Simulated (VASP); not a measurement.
# Ag (Pm-3m) in VASP: single point with PBE

Aim: the single point of Ag with PBE.

All numbers are computed with VASP 6.6.1; they aren't measurements. Logs are shortened: lines on timing, memory, paths and dates and some standing lists are left out, and cuts for length are marked.

### 1 The cell of the first run

It takes space group Pm-3m (No. 221, cubic). Conventional cell: a = 2.754 Å, b = 2.754 Å, c = 2.754 Å, α = 90.00°, β = 90.00°, γ = 90.00°. Within 3.6 Å of Ag (site symmetry m-3m) lie 6 Ag at 2.75 Å.

### 2 Single point, PBE

INCAR reads:

```
ALGO     = Normal         # electronic algorithm
EDIFF    = 1E-6           # SCF threshold, eV
ENCUT    = 520            # plane-wave cutoff, eV
GGA      = PE             # functional
ISIF     = 2              # what is computed and relaxed
ISMEAR   = -1             # smearing method
LASPH    = T              # aspherical terms in the spheres
LCHARG   = F              # write CHGCAR
LREAL    = F              # projectors in reciprocal space
LWAVE    = F              # write WAVECAR
NBANDS   = 12             # bands
NELM     = 80             # most SCF steps
PREC     = Accurate       # precision mode
SIGMA    = 0.13605693000000002 # smearing width, eV
```

KPOINTS reads:

```
k-points
0
Gamma
  12 12 12
```

POSCAR reads:

```
Ag
1.0
    2.7537469585      0.0000000000      0.0000000000
    0.0000000000      2.7537469585      0.0000000000
    0.0000000000      0.0000000000      2.7537469585
Ag
1
Direct
    0.0000000000      0.0000000000      0.0000000000
```

Potentials or basis: VASP PAW PBE potentials, release 64 (Ag).

Started as:

```bash
cat potpaw_PBE.64/Ag/POTCAR > POTCAR
mpirun -np 1 vasp_std > vasp.out
```

OUTCAR:

```text
EDIFF = 1E-6
   ENCUT = 520
   GGA = PE
   ISIF = 2
   ISMEAR = -1
   LASPH = T
   LREAL = F
   NELM = 80
   PREC = Accurate

 ion  position               nearest neighbor table
   1  0.000  0.000  0.000-

  LATTYP: Found a simple cubic cell.
 ALAT       =     2.7537469585

  Lattice vectors:

 A1 = (   2.7537469585,   0.0000000000,   0.0000000000)
 A2 = (   0.0000000000,   2.7537469585,   0.0000000000)
 A3 = (   0.0000000000,   0.0000000000,   2.7537469585)

Analysis of symmetry for initial positions (statically):
=====================================================================
 Subroutine PRICEL returns:
 Original cell was already a primitive cell.

 Routine SETGRP: Setting up the symmetry group for a
 simple cubic supercell.

 Subroutine GETGRP returns: Found 48 space group operations
 (whereof 48 operations were pure point group operations)
 out of a pool of 48 trial point group operations.

The static configuration has the point symmetry O_h .

Analysis of symmetry for dynamics (positions and initial velocities):
=====================================================================
 Subroutine PRICEL returns:
 Original cell was already a primitive cell.

 Routine SETGRP: Setting up the symmetry group for a
 simple cubic supercell.

 Subroutine GETGRP returns: Found 48 space group operations
 (whereof 48 operations were pure point group operations)
 out of a pool of 48 trial point group operations.

The dynamic configuration has the point symmetry O_h .

 Subroutine INISYM returns: Found 48 space group operations
 (whereof 48 operations are pure point group operations),
 and found     1 'primitive' translations

----------------------------------------------------------------------------------------

                                     Primitive cell

  volume of cell :      20.8820

  direct lattice vectors                    reciprocal lattice vectors
     2.753746958  0.000000000  0.000000000     0.363141572  0.000000000  0.000000000
     0.000000000  2.753746958  0.000000000     0.000000000  0.363141572  0.000000000
     0.000000000  0.000000000  2.753746958     0.000000000  0.000000000  0.363141572

  length of vectors
     2.753746958  2.753746958  2.753746958     0.363141572  0.363141572  0.363141572

  position of ions in fractional coordinates (direct lattice)
     0.000000000  0.000000000  0.000000000

  ion indices of the primitive-cell ions
   primitive index   ion index
                 1           1

----------------------------------------------------------------------------------------

 KPOINTS: k-points

Automatic generation of k-mesh.
 Grid dimensions read from file:
 generate k-points for:   12   12   12

 Generating k-lattice:

  Cartesian coordinates                     Fractional coordinates (reciprocal lattice)
     0.030261798  0.000000000  0.000000000     0.083333333  0.000000000  0.000000000
     0.000000000  0.030261798  0.000000000     0.000000000  0.083333333  0.000000000
     0.000000000  0.000000000  0.030261798     0.000000000  0.000000000  0.083333333

  Length of vectors
     0.030261798  0.030261798  0.030261798

  Shift w.r.t. Gamma in fractional coordinates (k-lattice)
     0.000000000  0.000000000  0.000000000

 Subroutine IBZKPT returns following result:
 ===========================================

 Found     84 irreducible k-points:

 Following reciprocal coordinates:
            Coordinates               Weight
  0.000000  0.000000  0.000000      1.000000
  0.083333  0.000000  0.000000      6.000000
  0.166667  0.000000  0.000000      6.000000
  0.250000  0.000000  0.000000      6.000000
  0.333333  0.000000  0.000000      6.000000
  0.416667  0.000000  0.000000      6.000000
[... 16 lines left out ...]
  0.333333  0.333333  0.000000     12.000000
  0.416667  0.333333  0.000000     24.000000
 [... further k-points ...]
   k-points           NKPTS =     84   k-points in BZ     NKDIM =     84   number of bands    NBANDS=     12
   number of dos      NEDOS =    301   number of ions     NIONS =      1
   total plane-waves  NPLWV =   8000
   dimension x,y,z NGX =    20 NGY =   20 NGZ =   20
   dimension x,y,z NGXF=    40 NGYF=   40 NGZF=   40
   ions per type =               1
   NGX,Y,Z   is equivalent  to a cutoff of  12.07, 12.07, 12.07 a.u.
   NGXF,Y,Z  is equivalent  to a cutoff of  24.15, 24.15, 24.15 a.u.
 SYSTEM =  unknown system
   PREC   = accura    normal or accurate (medium, high low for compatibility)
   ISTART =      0    job   : 0-new  1-cont  2-samecut
   ICHARG =      2    charge: 1-file 2-atom 10-const
   ISPIN  =      1    spin polarized calculation?
   LNONCOLLINEAR =      F non collinear calculations
   LSORBIT =      F    spin-orbit coupling
   LASPH  =      T    aspherical Exc in radial PAW
   ENCUT  =  520.0 eV  38.22 Ry    6.18 a.u.   5.12  5.12  5.12*2*pi/ulx,y,z
   NELM   =     80;   NELMIN=  2; NELMDL= -5     # of ELM steps
   EDIFF  = 0.1E-05   stopping-criterion for ELM
   LREAL  =      F    real-space projection
   EDIFFG = 0.1E-04   stopping-criterion for IOM
   NSW    =      0    number of steps for IOM
   IBRION =     -1    ionic relax: 0-MD 1-quasi-New 2-CG
   NFREE  =      0    steps in history (QN), initial steepest desc. (CG)
   ISIF   =      2    stress and relaxation
   ISYM   =      2    0-nonsym 1-usesym 2-fastsym
   POTIM  = 0.5000    time-step for ionic-motion
   TEBEG  =    0.0;   TEEND  =   0.0 temperature during run
   PSTRESS=    0.0 pullay stress
   NELECT =      11.0000    total number of electrons
   NUPDOWN=      -1.0000    fix difference up-down
   EMIN   =  10.00;   EMAX   =-10.00  energy-range for DOS
   EFERMI =   0.00;   METHOD = LEGACY
   ISMEAR =    -1;   SIGMA  =   0.14  broadening in eV -4-tet -1-fermi 0-gaus
   EFERMI_NEDOS =   21; number of points for ismear=-14 and -15
   IALGO  =     38    algorithm
   IMIX   =      4    mixing-type and parameters
     AMIX     =   0.40;   BMIX     =  1.00
     AMIX_MAG =   1.60;   BMIX_MAG =  1.00
  volume/ion in A,a.u.               =      20.88       140.92
  Fermi-wavevector in a.u.,A,eV,Ry     =   1.322153  2.498507 23.784187  1.748088
  Thomas-Fermi vector in A             =   2.451855
   LORBIT       =      0    0 simple, 1 ext, 2 COOP (PROOUT), +10 PAW based schemes
   GGA     = PE    functional components
   LHFCALC =     F    Hartree Fock is set to
   AEXX    =    0.0000 exact exchange contribution
   IVDW    =     0    specifies the selected vdW correction
   LEPSILON=     F    determine dielectric tensor
   LRPA    =     F    only Hartree local field effects (RPA)
 non-spin polarized calculation
  energy-cutoff  :      520.00
  volume of cell :       20.88
 maximum number of plane-waves:       587
   NGX = 11   NGY = 11   NGZ = 11

 number of electron      11.0000012 magnetization

 Free energy of the ion-electron system (eV)
  ---------------------------------------------------
  ext. energy  EPLUGINS =         0.00000000
  ---------------------------------------------------
  free energy    TOTEN  =        -2.39528076 eV

  energy without entropy =       -2.37690724  energy(sigma->0) =       -2.38609400

 E-fermi :   5.8584     XC(G=0): -10.9498

 val. band max:        5.7836826427   @ k =   0.4167   0.2500   0.0000
 cond. band min:       5.9274891869   @ k =   0.3333   0.3333   0.1667
 fundamental gap:      0.1438065442
 Fermi energy:         5.8583982801

 k-point     1 :       0.0000    0.0000    0.0000
  band No.  band energies     occupation
      1      -0.4630      2.00000
      2       0.1931      2.00000
      3       0.1931      2.00000
      4       3.0680      2.00000
      5       3.0680      2.00000
      6       3.0680      2.00000
      7      19.7445      0.00000
      8      19.7445      0.00000
      9      19.7445      0.00000
     10      24.7804      0.00000
     11      24.7804      0.00000
     12      25.1869      0.00000

 k-point     2 :       0.0833    0.0000    0.0000
  band No.  band energies     occupation
      1      -0.3152      2.00000
      2       0.2119      2.00000
      3       0.2979      2.00000
      4       2.9996      2.00000
      5       2.9996      2.00000
      6       3.0736      2.00000
      7      18.3133      0.00000
      8      19.9751      0.00000
      9      19.9751      0.00000
     10      24.6514      0.00000
     11      24.9961      0.00000
     12      26.6141      0.00000

 k-point     3 :       0.1667    0.0000    0.0000
  band No.  band energies     occupation
      1       0.0085      2.00000
      2       0.2636      2.00000
      3       0.7121      2.00000
      4       2.8178      2.00000
      5       2.8178      2.00000
      6       3.0891      2.00000
      7      15.8271      0.00000
      8      20.6367      0.00000
      9      20.6367      0.00000
     10      24.2947      0.00000
     11      25.0165      0.00000
     12      29.6802      0.00000
[... 286 lines left out ...]
 k-point    23 :       0.3333    0.3333    0.0000
  band No.  band energies     occupation
      1       0.7423      2.00000
      2       0.8621      2.00000
      3       2.4429      2.00000
      4       2.4569      2.00000
      5       2.4885      2.00000
      6       5.2245      1.98122
      7      11.9757      0.00000
      8      14.7042      0.00000
      9      20.3430      0.00000
     10      25.4854      0.00000
     11      26.1247      0.00000
     12      28.6722      0.00000

 k-point    24 :       0.4167    0.3333    0.0000
  band No.  band energies     occupation
      1       0.6436      2.00000
      2       0.8233      2.00000
      3       2.3147      2.00000
      4       2.4941      2.00000
      5       2.8157      2.00000
      6       6.6586      0.00557
      7      10.3812      0.00000
      8      15.2448      0.00000
      9      18.4614      0.00000
     10      25.7451      0.00000
     11      27.4853      0.00000
     12      28.1935      0.00000

 [... further k-points ...]

------------------------ aborting loop because EDIFF is reached ----------------------------------------

  FORCE on cell =-STRESS in cart. coord.  units (eV):
  Direction    XX          YY          ZZ          XY          YZ          ZX
  --------------------------------------------------------------------------------------
  -------------------------------------------------------------------------------------
  Total       -0.0313057     -0.0313057     -0.0313057      0.0000000     -0.0000000      0.0000000
  in kB       -2.4019370     -2.4019370     -2.4019370      0.0000000     -0.0000000      0.0000000
  external PRESSURE =      -2.4019370 kB  Pullay stress =       0.0000000 kB

 VOLUME and BASIS-vectors are now :
 -----------------------------------------------------------------------------
  energy-cutoff  :      520.00
  volume of cell :       20.88
      direct lattice vectors                 reciprocal lattice vectors
     2.753746958  0.000000000  0.000000000     0.363141572  0.000000000  0.000000000
     0.000000000  2.753746958  0.000000000     0.000000000  0.363141572  0.000000000
     0.000000000  0.000000000  2.753746958     0.000000000  0.000000000  0.363141572

 POSITION                                       TOTAL-FORCE (eV/Angst)
 -----------------------------------------------------------------------------------
      0.00000      0.00000      0.00000         0.000000      0.000000      0.000000
 -----------------------------------------------------------------------------------
    total drift:                               -0.000000      0.000000      0.000000

  FREE ENERGIE OF THE ION-ELECTRON SYSTEM (eV)
  ---------------------------------------------------
  free  energy   TOTEN  =        -2.3952807582 eV

  energy  without entropy=       -2.3769072412  energy(sigma->0) =       -2.38609400
```

Wall time 23 s (1 thread of Intel Xeon 8259CL, shared host); peak memory 0.13 GiB.

Results:

- Free energy: -2.3953 eV
- Pressure: -0.2 GPa
